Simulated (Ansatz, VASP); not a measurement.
**Mn: VASP beside Ansatz**

The input INCAR:

```
  ALGO = Normal
  EDIFF = 1E-7
  ENCUT = 520
  GGA = PE
  ISIF = 2
  ISMEAR = -1
  ISPIN = 2
  LASPH = T
  LCHARG = F
  LMAXMIX = 4
  LORBIT = 11
  LREAL = F
  LWAVE = F
  MAGMOM = 1.799 -1.799
  NBANDS = 24
  NELM = 150
  PREC = Accurate
  SIGMA = 0.05
```

KPOINTS

```
k-points
0
Gamma
  14 14 10
```

Contents of POSCAR:

```
Mn
1.0
    2.5373349202      0.0000000000      0.0000000000
    0.0000000000      2.5373349202      0.0000000000
    0.0000000000      0.0000000000      3.4113266210
Mn
2
Direct
    1.0000000000      0.0000000000      0.0000000000
    0.5000000000      0.5000000000      0.5000000000
```

Input for Ansatz:

```yaml
crystal:
  lattice:
    - [2.5373349202, 0.0, 0.0]
    - [0.0, 2.5373349202, 0.0]
    - [0.0, 0.0, 3.411326621]
  atoms:
    - { symbol: Mn, position: [1.0, 0.0, 0.0], spin: 1.799 }
    - { symbol: Mn, position: [0.5, 0.5, 0.5], spin: -1.799 }
hamiltonian:
  xc: pbe
  pseudopotentials:
    kind: paw
    azcp:
      Mn: "pseudopotentials/Mn.paw.azcp"
basis:
  ecutwfc: 420
  fft_grid_basis: typed
kpoints:
  mp_grid: { grid: [14, 14, 10], shift: [0, 0, 0] }
magnetization:
  spin_polarized: true
scf:
  occupations: { method: fermi_dirac, width: 0.05 }
  lower_state_search: "off"
output:
  stress: true
```

Alike in both runs: task single point; functional PBE; k mesh 14 × 14 × 10; occupations fermi-dirac, width 0.05 eV; collinear spin.

```csv
,VASP,Ansatz
version,VASP 6.6.1,Ansatz 0.2.0
potentials or method,"VASP PAW PBE potentials, release 64 (Mn_pv), cutoff 520 eV","plane waves (420 eV) with PAW, scalar-relativistic"
valence electrons in the cell,26,30
```

```tsv
	VASP	Ansatz	Ansatz less VASP
pressure (GPa)	7.2	6.8	-0.38
traceless stress, the component that is largest in VASP (GPa)	-0.59	-0.48	+0.107
net moment per atom (μB)	0.00	0.00	0.000
size of the moment on the site where the two differ most (μB)	1.64	1.56	-0.079
```

Site moments also hang on the region over which each program counts them. With one functional, cell and mesh, what is left measures potentials, basis and numerics. VASP's potentials hold 26 valence electrons a cell and Ansatz's 30, so a difference there can come from the potentials and not from the codes.
